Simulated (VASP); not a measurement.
The system is As.

```
CELL_PARAMETERS angstrom
14.00000 0.00000 0.00000
0.00000 14.40000 0.00000
0.00000 0.00000 14.80000
ATOMIC_POSITIONS crystal
As 0.50000 0.50000 0.50000
```

Base run:

```yaml
Program: VASP 6.6.1
Functional: PBE
Potentials_or_basis: VASP PAW PBE potentials, release 64 (As)
Cutoff: 520 eV
k_mesh: 1 × 1 × 1
Occupations: fermi-dirac, width 0.01 eV
Spin: collinear spin
Starting_moments: "[3.0] μB"
```

Its results: band gap on the k mesh 2.30 eV; pressure 0.0 GPa; net moment 3.00 μB per cell; site moments As +1.25 μB.

Q: The run is repeated on the same cell with these changes: functional from PBE to PBE0. What comes out?

A: Band gap on the k mesh 4.53 eV; pressure 0.0 GPa; net moment 3.00 μB per cell; site moments As +1.28 μB.

Caveats: the PAW data sets were made with another functional, which shifts forces and pressure a little (at least some runs).

A k mesh can miss the band edges.
